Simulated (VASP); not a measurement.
Wanted: the native input for a VASP 6.6.1 run.

| Quantity | Value |
| --- | --- |
| Task | single point |
| Functional | PBE |
| Dispersion | D3(BJ) |
| Potentials or basis | VASP PAW PBE potentials, release 64 (Sn_d, Se) |
| Cutoff | 520 eV |
| k mesh | 12 × 12 × 6 |
| Occupations | gaussian, width 0.02 eV |
| Spin | no spin polarisation |
| Dipole correction | no |
| Further INCAR settings | ALGO = Normal; EDIFF = 1e-06; NBANDS = 20 |

The structure of SnSe2 (ae) lies in POSCAR:

```
SnSe2
1.0
    3.8395216457      0.0000000000      0.0000000000
   -1.9197608229      3.3251232836      0.0000000000
    0.0000000000      0.0000000000      6.0092746452
Sn Se
1 2
Direct
    0.0000000000      0.0000000000      0.0000000000
    0.3333333333      0.6666666667      0.2651834319
    0.6666666667      0.3333333333      0.7348165681
```

One way to write it, as run:

INCAR

```
SYSTEM = SnSe2
  PREC = Accurate
  ENCUT = 520
  EDIFF = 1E-6
  ISMEAR = 0
  SIGMA = 0.02
  LREAL = .False.
  LASPH = .True.
  NELM = 100
  ALGO = Normal
  ISIF = 2
  LWAVE = .False.
  LCHARG = .False.
  GGA = PE
  IVDW = 12
  NBANDS = 20
```

KPOINTS

```
Automatic mesh
0
Gamma
  12 12 6
  0 0 0
```

Potentials or basis: VASP PAW PBE potentials, release 64 (Sn_d, Se).

Command:

```console
$ cat potpaw_PBE.64/Sn_d/POTCAR potpaw_PBE.64/Se/POTCAR > POTCAR
$ mpirun -np 1 vasp_std > vasp.out
```

Results of the run:

| Item | Value |
| --- | --- |
| Pressure | 0.1 GPa |
| Largest force | 0.015 eV/Å |
| Band gap on the k mesh | 0.34 eV, indirect (least direct gap 0.81 eV) |
| Dispersion energy per atom | -0.364 eV |

Caveat: spin-orbit coupling is left out, which moves the levels of the heavy elements.

Wall time 2.5 min on 1 thread of Intel(R) Xeon(R) Platinum 8259CL CPU @ 2.50GHz (Skylake/Cascade Lake) (shared host), peak memory 0.3 GiB.
